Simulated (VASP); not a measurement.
Write the native input for VASP 6.6.1 that does the following.

```
Task                   : single point
Functional             : r2SCAN
Potentials or basis    : VASP PAW PBE potentials, release 64 (Na_pv, Hg, F)
Cutoff                 : 520 eV
k mesh                 : 6 × 6 × 6
Occupations            : gaussian, width 0.01 eV
Spin                   : no spin polarisation
Dipole correction      : no
Further INCAR settings : ALGO = Normal; EDIFF = 1e-07; NBANDS = 28
```

The system is NaHgF3.

```
Na Hg F
1.0
     4.54337    0.00000    0.00000
     0.00000    4.54337    0.00000
     0.00000    0.00000    4.54337
Na Hg F
1 1 3
Direct
  0.00000 0.00000 0.00000
  0.50000 0.50000 0.50000
  0.50000 0.50000 0.00000
  0.50000 0.00000 0.50000
  0.00000 0.50000 0.50000
```

One way to write it, as run:

POSCAR

```
NaHgF3
1.0
    4.5433660789      0.0000000000      0.0000000000
    0.0000000000      4.5433660789      0.0000000000
    0.0000000000      0.0000000000      4.5433660789
Na Hg F
1 1 3
Direct
    0.0000000000      0.0000000000      0.0000000000
    0.5000000000      0.5000000000      0.5000000000
    0.5000000000      0.5000000000      0.0000000000
    0.5000000000      0.0000000000      0.5000000000
    0.0000000000      0.5000000000      0.5000000000
```

INCAR.step1

```
SYSTEM = NaHgF3
PREC = Accurate
ENCUT = 520
ISMEAR = 0
SIGMA = 0.01
LREAL = .False.
LASPH = .True.
NELM = 100
NBANDS = 28
GGA = PE
ALGO = Normal
EDIFF = 1E-4
LWAVE = .True.
LCHARG = .False.
```

INCAR.step2

```
SYSTEM = NaHgF3
PREC = Accurate
ENCUT = 520
EDIFF = 1E-7
ISMEAR = 0
SIGMA = 0.01
LREAL = .False.
LASPH = .True.
NELM = 100
ALGO = Normal
ISIF = 2
LWAVE = .False.
LCHARG = .True.
METAGGA = R2SCAN
LMIXTAU = .True.
LELF = .True.
LVHAR = .True.
NBANDS = 28
ISTART = 1
```

KPOINTS

```
regular mesh
0
Gamma
  6 6 6
  0 0 0
```

Potentials or basis: VASP PAW PBE potentials, release 64 (Na_pv, Hg, F).

Run with:

```bash
$ cat potpaw_PBE.64/Na_pv/POTCAR potpaw_PBE.64/Hg/POTCAR potpaw_PBE.64/F/POTCAR > POTCAR
$ cp INCAR.step1 INCAR
$ mpirun -np 1 vasp_std > vasp.out
$ cp INCAR.step2 INCAR
$ mpirun -np 1 vasp_std > vasp.out
```

Results of the run:

* Pressure: -1.2 GPa
* Band gap on the k mesh: 0.88 eV (least direct gap 3.56 eV)

Caveat: the PAW data sets were made with another functional, which shifts forces and pressure a little; spin-orbit coupling is left out, which moves the levels of the heavy elements.

Run time: 2.3 min on 1 thread of AMD EPYC 9R45 96-Core Processor (Zen 5) (shared host), peak memory 0.21 GiB.
